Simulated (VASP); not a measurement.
# GaCo (Pm-3m) in VASP: a series of runs

The runs below take GaCo through single point, with PBE.

All numbers are computed with VASP 6.6.1; they aren't measurements. Logs are shortened: lines on timing, memory, paths and dates and some standing lists are left out, and cuts for length are marked.

## 1. The cell of the first run

It takes space group Pm-3m (No. 221, cubic). Conventional cell: a = 2.878 Å, b = 2.878 Å, c = 2.878 Å, α = 90.00°, β = 90.00°, γ = 90.00°. Within 3.3 Å of Ga (site symmetry m-3m) lie 8 Co at 2.49 Å and 6 Ga at 2.88 Å. Co (site symmetry m-3m) has 8 Ga at 2.49 Å and 6 Co at 2.88 Å within 3.3 Å.

## 2. Single point, PBE, collinear spin, ferromagnetic start

Contents of INCAR:

```
SYSTEM = GaCo
  PREC = Accurate
  ENCUT = 520
  EDIFF = 1E-7
  ISMEAR = -1
  SIGMA = 0.05
  LREAL = .False.
  LASPH = .True.
  NELM = 150
  ALGO = Normal
  ISIF = 2
  LWAVE = .False.
  LCHARG = .False.
  ISPIN = 2
  MAGMOM = 0 1.5
  LORBIT = 11
  NUPDOWN = 1.5
  LMAXMIX = 4
  GGA = PE
  NBANDS = 22
```

Contents of KPOINTS:

```
regular mesh
0
Gamma
  8 8 8
  0 0 0
```

Contents of POSCAR:

```
GaCo
1.0
    2.8780000000      0.0000000000      0.0000000000
    0.0000000000      2.8780000000      0.0000000000
    0.0000000000      0.0000000000      2.8780000000
Ga Co
1 1
Direct
    0.5000000000      0.5000000000      0.5000000000
    0.0000000000      0.0000000000      0.0000000000
```

Potentials or basis: VASP PAW PBE potentials, release 64 (Ga_d, Co).

On the command line:

```bash
cat potpaw_PBE.64/Ga_d/POTCAR potpaw_PBE.64/Co/POTCAR > POTCAR
mpirun -np 1 vasp_std > vasp.out
```

OUTCAR:

```text
SYSTEM = GaCo
   PREC = Accurate
   ENCUT = 520
   EDIFF = 1E-7
   ISMEAR = -1
   LREAL = .False.
   LASPH = .True.
   NELM = 150
   ISIF = 2
   ISPIN = 2
   LORBIT = 11
   NUPDOWN = 1.5
   GGA = PE

 ion  position               nearest neighbor table
   1  0.500  0.500  0.500-   2 2.49   2 2.49   2 2.49   2 2.49   2 2.49   2 2.49   2 2.49   2 2.49

   2  0.000  0.000  0.000-   1 2.49   1 2.49   1 2.49   1 2.49   1 2.49   1 2.49   1 2.49   1 2.49

  LATTYP: Found a simple cubic cell.
 ALAT       =     2.8780000000

  Lattice vectors:

 A1 = (   2.8780000000,   0.0000000000,   0.0000000000)
 A2 = (   0.0000000000,   2.8780000000,   0.0000000000)
 A3 = (   0.0000000000,   0.0000000000,   2.8780000000)

Analysis of symmetry for initial positions (statically):
=====================================================================
 Subroutine PRICEL returns:
 Original cell was already a primitive cell.

 Routine SETGRP: Setting up the symmetry group for a
 simple cubic supercell.

 Subroutine GETGRP returns: Found 48 space group operations
 (whereof 48 operations were pure point group operations)
 out of a pool of 48 trial point group operations.

The static configuration has the point symmetry O_h .

Analysis of symmetry for dynamics (positions and initial velocities):
=====================================================================
 Subroutine PRICEL returns:
 Original cell was already a primitive cell.

 Routine SETGRP: Setting up the symmetry group for a
 simple cubic supercell.

 Subroutine GETGRP returns: Found 48 space group operations
 (whereof 48 operations were pure point group operations)
 out of a pool of 48 trial point group operations.

The dynamic configuration has the point symmetry O_h .

Analysis of structural, dynamic, and magnetic symmetry:
=====================================================================
 Subroutine PRICEL returns:
 Original cell was already a primitive cell.

 Routine SETGRP: Setting up the symmetry group for a
 simple cubic supercell.

 Subroutine GETGRP returns: Found 48 space group operations
 (whereof 48 operations were pure point group operations)
 out of a pool of 48 trial point group operations.

The overall configuration has the point symmetry O_h .

 Subroutine INISYM returns: Found 48 space group operations
 (whereof 48 operations are pure point group operations),
 and found     1 'primitive' translations

----------------------------------------------------------------------------------------

                                     Primitive cell

  volume of cell :      23.8381

  direct lattice vectors                    reciprocal lattice vectors
     2.878000000  0.000000000  0.000000000     0.347463516  0.000000000  0.000000000
     0.000000000  2.878000000  0.000000000     0.000000000  0.347463516  0.000000000
     0.000000000  0.000000000  2.878000000     0.000000000  0.000000000  0.347463516

  length of vectors
     2.878000000  2.878000000  2.878000000     0.347463516  0.347463516  0.347463516

  position of ions in fractional coordinates (direct lattice)
     0.500000000  0.500000000  0.500000000
     0.000000000  0.000000000  0.000000000

  ion indices of the primitive-cell ions
   primitive index   ion index
                 1           1
                 2           2

----------------------------------------------------------------------------------------

 KPOINTS: regular mesh

Automatic generation of k-mesh.
 Grid dimensions read from file:
 generate k-points for:    8    8    8

 Generating k-lattice:

  Cartesian coordinates                     Fractional coordinates (reciprocal lattice)
     0.043432940  0.000000000  0.000000000     0.125000000  0.000000000  0.000000000
     0.000000000  0.043432940  0.000000000     0.000000000  0.125000000  0.000000000
     0.000000000  0.000000000  0.043432940     0.000000000  0.000000000  0.125000000

  Length of vectors
     0.043432940  0.043432940  0.043432940

  Shift w.r.t. Gamma in fractional coordinates (k-lattice)
     0.000000000  0.000000000  0.000000000

 Subroutine IBZKPT returns following result:
 ===========================================

 Found     35 irreducible k-points:

 Following reciprocal coordinates:
            Coordinates               Weight
  0.000000  0.000000  0.000000      1.000000
  0.125000  0.000000  0.000000      6.000000
  0.250000  0.000000  0.000000      6.000000
  0.375000  0.000000  0.000000      6.000000
  0.500000  0.000000  0.000000      3.000000
  0.125000  0.125000  0.000000     12.000000
[... 16 lines left out ...]
  0.375000  0.375000  0.125000     24.000000
  0.500000  0.375000  0.125000     24.000000
 [... further k-points ...]
   k-points           NKPTS =     35   k-points in BZ     NKDIM =     35   number of bands    NBANDS=     22
   number of dos      NEDOS =    301   number of ions     NIONS =      2
   total plane-waves  NPLWV =  13824
   dimension x,y,z NGX =    24 NGY =   24 NGZ =   24
   dimension x,y,z NGXF=    48 NGYF=   48 NGZF=   48
   ions per type =               1   1
   NGX,Y,Z   is equivalent  to a cutoff of  13.86, 13.86, 13.86 a.u.
   NGXF,Y,Z  is equivalent  to a cutoff of  27.73, 27.73, 27.73 a.u.
 SYSTEM =  GaCo
   PREC   = accura    normal or accurate (medium, high low for compatibility)
   ISTART =      0    job   : 0-new  1-cont  2-samecut
   ICHARG =      2    charge: 1-file 2-atom 10-const
   ISPIN  =      2    spin polarized calculation?
   LNONCOLLINEAR =      F non collinear calculations
   LSORBIT =      F    spin-orbit coupling
   LASPH  =      T    aspherical Exc in radial PAW
   ENCUT  =  520.0 eV  38.22 Ry    6.18 a.u.   5.35  5.35  5.35*2*pi/ulx,y,z
   NELM   =    150;   NELMIN=  2; NELMDL= -5     # of ELM steps
   EDIFF  = 0.1E-06   stopping-criterion for ELM
   LREAL  =      F    real-space projection
   EDIFFG = 0.1E-05   stopping-criterion for IOM
   NSW    =      0    number of steps for IOM
   IBRION =     -1    ionic relax: 0-MD 1-quasi-New 2-CG
   NFREE  =      0    steps in history (QN), initial steepest desc. (CG)
   ISIF   =      2    stress and relaxation
   ISYM   =      2    0-nonsym 1-usesym 2-fastsym
   POTIM  = 0.5000    time-step for ionic-motion
   TEBEG  =    0.0;   TEEND  =   0.0 temperature during run
   PSTRESS=    0.0 pullay stress
   NELECT =      22.0000    total number of electrons
   NUPDOWN=       1.5000    fix difference up-down
   EMIN   =  10.00;   EMAX   =-10.00  energy-range for DOS
   EFERMI =   0.00;   METHOD = LEGACY
   ISMEAR =    -1;   SIGMA  =   0.05  broadening in eV -4-tet -1-fermi 0-gaus
   EFERMI_NEDOS =   21; number of points for ismear=-14 and -15
   IALGO  =     38    algorithm
   IMIX   =      4    mixing-type and parameters
     AMIX     =   0.40;   BMIX     =  1.00
     AMIX_MAG =   1.60;   BMIX_MAG =  1.00
  volume/ion in A,a.u.               =      11.92        80.43
  Fermi-wavevector in a.u.,A,eV,Ry     =   1.593890  3.012015 34.565389  2.540484
  Thomas-Fermi vector in A             =   2.692049
   LORBIT       =     11    0 simple, 1 ext, 2 COOP (PROOUT), +10 PAW based schemes
   GGA     = PE    functional components
   LHFCALC =     F    Hartree Fock is set to
   AEXX    =    0.0000 exact exchange contribution
   IVDW    =     0    specifies the selected vdW correction
   LEPSILON=     F    determine dielectric tensor
   LRPA    =     F    only Hartree local field effects (RPA)
 spin polarized calculation
  energy-cutoff  :      520.00
  volume of cell :       23.84
 maximum number of plane-waves:       660
 NGX is ok and might be reduce to    24
   NGX = 11   NGY = 11   NGZ = 11

 number of electron      22.0000018 magnetization       1.5000001

 Free energy of the ion-electron system (eV)
  ---------------------------------------------------
  ext. energy  EPLUGINS =         0.00000000
  ---------------------------------------------------
  free energy    TOTEN  =       -10.05219229 eV

  energy without entropy =      -10.02953851  energy(sigma->0) =      -10.04086540

 E-fermi :   9.2296     XC(G=0): -13.1937

 val. band max:       10.6864960280   @ k =   0.3750   0.3750   0.2500
 cond. band min:       9.2364383850   @ k =   0.3750   0.1250   0.1250
 fundamental gap:     -1.4500576429
 Fermi energy:        10.7015766721

 spin component 1

 k-point     1 :       0.0000    0.0000    0.0000
  band No.  band energies     occupation
      1      -5.2486      1.00000
      2      -5.2486      1.00000
      3      -4.9048      1.00000
      4      -4.9048      1.00000
      5      -4.9048      1.00000
      6      -2.3284      1.00000
[... 14 lines left out ...]
     21      34.9367      0.00000
     22      34.9367      0.00000
[... 552 lines left out ...]
  band No.  band energies     occupation
      1      -5.2032      1.00000
      2      -5.0545      1.00000
      3      -5.0419      1.00000
      4      -5.0226      1.00000
      5      -4.7797      1.00000
      6       3.3171      1.00000
[... 14 lines left out ...]
     21      33.2214      0.00000
     22      37.0773      0.00000

 [... further k-points ...]

 spin component 2

 k-point     1 :       0.0000    0.0000    0.0000
  band No.  band energies     occupation
      1      -5.2389      1.00000
      2      -5.2389      1.00000
      3      -4.8895      1.00000
      4      -4.8895      1.00000
      5      -4.8895      1.00000
      6      -2.1977      1.00000
[... 14 lines left out ...]
     21      35.2871      0.00000
     22      35.2871      0.00000
[... 552 lines left out ...]
  band No.  band energies     occupation
      1      -5.1834      1.00000
      2      -5.0466      1.00000
      3      -5.0248      1.00000
      4      -5.0057      1.00000
      5      -4.7738      1.00000
      6       3.5989      1.00000
[... 14 lines left out ...]
     21      33.3598      0.00000
     22      37.1777      0.00000

 [... further k-points ...]

------------------------ aborting loop because EDIFF is reached ----------------------------------------

  FORCE on cell =-STRESS in cart. coord.  units (eV):
  Direction    XX          YY          ZZ          XY          YZ          ZX
  --------------------------------------------------------------------------------------
  -------------------------------------------------------------------------------------
  Total        1.5222719      1.5222719      1.5222719      0.0000000     -0.0000000     -0.0000000
  in kB      102.3129115    102.3129115    102.3129115      0.0000000     -0.0000000     -0.0000000
  external PRESSURE =     102.3129115 kB  Pullay stress =       0.0000000 kB

 VOLUME and BASIS-vectors are now :
 -----------------------------------------------------------------------------
  energy-cutoff  :      520.00
  volume of cell :       23.84
      direct lattice vectors                 reciprocal lattice vectors
     2.878000000  0.000000000  0.000000000     0.347463516  0.000000000  0.000000000
     0.000000000  2.878000000  0.000000000     0.000000000  0.347463516  0.000000000
     0.000000000  0.000000000  2.878000000     0.000000000  0.000000000  0.347463516

 POSITION                                       TOTAL-FORCE (eV/Angst)
 -----------------------------------------------------------------------------------
      1.43900      1.43900      1.43900         0.000000      0.000000      0.000000
      0.00000      0.00000      0.00000         0.000000      0.000000      0.000000
 -----------------------------------------------------------------------------------
    total drift:                                0.000000      0.000000     -0.000000

  FREE ENERGIE OF THE ION-ELECTRON SYSTEM (eV)
  ---------------------------------------------------
  free  energy   TOTEN  =       -10.0521922949 eV

  energy  without entropy=      -10.0295385109  energy(sigma->0) =      -10.04086540

 total charge

# of ion       s       p       d       tot
------------------------------------------
    1        0.856   0.920  10.045  11.821
    2        0.411   0.477   7.419   8.307
--------------------------------------------------
tot          1.267   1.398  17.463  20.128

 magnetization (x)

# of ion       s       p       d       tot
------------------------------------------
    1        0.004   0.019   0.009   0.032
    2        0.025   0.044   1.362   1.431
--------------------------------------------------
tot          0.029   0.063   1.371   1.463
```

Wall time 35 s (1 thread of Intel Xeon Platinum 8259CL at 2.50GHz (Skylake/Cascade Lake), shared host); peak memory 0.16 GiB.

What came out:

```
Free energy                                           : -10.0522 eV
Pressure                                              : 10.2 GPa
Net moment                                            : 1.50 μB per cell
Site moments                                          : Ga +0.03; Co +1.43 μB
Valence electrons inside the program's atomic spheres : Ga 11.82; Co 8.31
```

Caveat: the cell stands under pressure; the total moment is fixed, so each spin has its own Fermi level.

## 3. Single point, PBE, collinear spin, ferromagnetic start

Contents of INCAR:

```
SYSTEM = GaCo
ALGO = Normal
EDIFF = 1E-6
ENCUT = 520
GGA = PE
ISIF = 2
ISMEAR = -1
ISPIN = 2
LASPH = .TRUE.
LCHARG = .FALSE.
LMAXMIX = 4
LORBIT = 11
LREAL = .FALSE.
LWAVE = .FALSE.
MAGMOM = 0 2
NBANDS = 22
NELM = 150
NUPDOWN = 2.0
PREC = Accurate
SIGMA = 0.05
```

Contents of KPOINTS:

```
k-points
0
G
  8 8 8
  0 0 0
```

POSCAR is that of step 2.

Potentials or basis: VASP PAW PBE potentials, release 64 (Ga_d, Co).

On the command line:

```bash
cat potpaw_PBE.64/Ga_d/POTCAR potpaw_PBE.64/Co/POTCAR > POTCAR
mpirun -np 1 vasp_std > vasp.out
```

Run time: 33 s. Hardware: 1 thread of Intel Xeon Platinum 8259CL at 2.50GHz (Skylake/Cascade Lake), shared host; peak memory 0.16 GiB.

The run converged. Its results:

```yaml
Free_energy: -9.5606 eV
Pressure: 17.3 GPa
Net_moment: 2.00 μB per cell
Site_moments: Ga +0.12; Co +1.80 μB
Valence_electrons_inside_the_program's_atomic_spheres: Ga 11.85; Co 8.27
```

Caveat: the cell stands under pressure; the total moment is fixed, so each spin has its own Fermi level.

## 4. Single point, PBE, collinear spin, ferromagnetic start

Contents of INCAR:

```
SYSTEM = GaCo
PREC = Accurate
ENCUT = 520
EDIFF = 1E-6
ISMEAR = -1
SIGMA = 0.05
LREAL = .FALSE.
LASPH = .TRUE.
NELM = 150
ALGO = Normal
ISIF = 2
LWAVE = .FALSE.
LCHARG = .FALSE.
ISPIN = 2
MAGMOM = 0 2.5
LORBIT = 11
NUPDOWN = 2.5
LMAXMIX = 4
GGA = PE
NBANDS = 22
```

Contents of KPOINTS:

```
Automatic mesh
0
G
  8 8 8
  0 0 0
```

POSCAR is that of step 3.

On the command line:

```bash
cat potpaw_PBE.64/Ga_d/POTCAR potpaw_PBE.64/Co/POTCAR > POTCAR
mpirun -np 1 vasp_std > vasp.out
```

Wall time 34 s (1 thread of Intel Xeon Platinum 8259CL at 2.50GHz (Skylake/Cascade Lake), shared host); peak memory 0.16 GiB.

Results (log left out):

```
Free energy                                           : -8.8414 eV
Pressure                                              : 27.3 GPa
Net moment                                            : 2.50 μB per cell
Site moments                                          : Ga +0.24; Co +2.13 μB
Valence electrons inside the program's atomic spheres : Ga 11.90; Co 8.22
```

Caveat: the cell stands under pressure; the total moment is fixed, so each spin has its own Fermi level.

## 5. Single point, PBE, collinear spin, ferromagnetic start

Contents of INCAR:

```
ALGO = Normal
EDIFF = 1E-7
ENCUT = 520
GGA = PE
ISIF = 2
ISMEAR = -1
ISPIN = 2
LASPH = True
LCHARG = False
LMAXMIX = 4
LORBIT = 11
LREAL = False
LWAVE = False
MAGMOM = 0 3
NBANDS = 22
NELM = 150
NUPDOWN = 3.0
PREC = Accurate
SIGMA = 0.05
```

Contents of KPOINTS:

```
k-points
0
Gamma
  8 8 8
```

POSCAR is that of step 4.

On the command line:

```bash
cat potpaw_PBE.64/Ga_d/POTCAR potpaw_PBE.64/Co/POTCAR > POTCAR
mpirun -np 1 vasp_std > vasp.out
```

Wall time 36 s (1 thread of Intel Xeon Platinum 8259CL at 2.50GHz (Skylake/Cascade Lake), shared host); peak memory 0.16 GiB.

It converged, with:

| Item | Value |
| --- | --- |
| Free energy | -7.9348 eV |
| Pressure | 36.9 GPa |
| Net moment | 3.00 μB per cell |
| Site moments | Ga +0.37; Co +2.44 μB |
| Valence electrons inside the program's atomic spheres | Ga 11.94; Co 8.17 |

Caveat: the cell stands under pressure; the total moment is fixed, so each spin has its own Fermi level.

## 6. The runs side by side

| fixed moment (μB) | pressure (GPa) | moment (μB) |
| --- | --- | --- |
| 1.5 | 10.2 | 1.50 |
| 2.0 | 17.3 | 2.00 |
| 2.5 | 27.3 | 2.50 |
| 3.0 | 36.9 | 3.00 |

Alike in all rows: task single point; level PBE; potentials or basis VASP PAW PBE potentials, release 64 (Ga_d, Co); spin collinear, ferromagnetic start; cell as given; k mesh 8 × 8 × 8; cutoff (eV) 520; smearing fermi-dirac 0.05 eV.

Caveats: the cell stands under pressure; the total moment is fixed, so each spin has its own Fermi level.

Absolute energies hang on the potentials; compare differences alone.
